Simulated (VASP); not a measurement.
A run of VASP 6.6.1 is set up as follows.

Contents of INCAR:

```
PREC     = Accurate       # precision mode
ENCUT    = 600            # plane-wave cutoff, eV
EDIFF    = 1E-6           # SCF threshold, eV
ISMEAR   = 0              # smearing method
SIGMA    = 0.1            # smearing width, eV
LREAL    = False          # projectors in reciprocal space
LASPH    = True           # aspherical terms in the spheres
NELM     = 80             # most SCF steps
ALGO     = Fast           # electronic algorithm
ISIF     = 3              # what is computed and relaxed
LWAVE    = False          # write WAVECAR
LCHARG   = False          # write CHGCAR
GGA      = PS             # functional
IBRION   = 2              # ionic algorithm
NSW      = 70             # ionic steps
EDIFFG   = -0.008         # ionic threshold
PSTRESS  = 10.0
```

KPOINTS

```
Automatic mesh
0
Gamma
  8 8 8
```

POSCAR

```
ScAl2
1.0
    0.0000000000      3.7509987442      3.7509987442
    3.7509987442      0.0000000000      3.7509987442
    3.7509987442      3.7509987442      0.0000000000
Sc Al
2 4
Direct
    0.5000000000      0.5000000000      0.5000000000
    0.7500000000      0.7500000000      0.7500000000
    0.1250000000      0.1250000000      0.1250000000
    0.6250000000      0.1250000000      0.1250000000
    0.1250000000      0.6250000000      0.1250000000
    0.1250000000      0.1250000000      0.6250000000
```

Potentials or basis: VASP PAW PBE potentials, release 64 (Sc_sv, Al).

The run is started by

```sh
$ cat potpaw_PBE.64/Sc_sv/POTCAR potpaw_PBE.64/Al/POTCAR > POTCAR
$ mpirun -np 1 vasp_std > vasp.out
```

Q: What does it give for the band gap on the k mesh?

A: Zero (bands 17 and 18 overlap by 2.41 eV).

Final structure:
```xyz
6
Lattice="0.0000 3.7510 3.7510 3.7510 0.0000 3.7510 3.7510 3.7510 0.0000" Properties=species:S:1:pos:R:3 pbc="T T T"
Sc    3.7510    3.7510    3.7510
Sc    5.6265    5.6265    5.6265
Al    0.9377    0.9377    0.9377
Al    0.9377    2.8132    2.8132
Al    2.8132    0.9377    2.8132
Al    2.8132    2.8132    0.9377
```

Caveat: the relaxation stopped at its first step, so nothing moved; the cell is relaxed towards a set pressure, so the run minimises the enthalpy, not the energy.
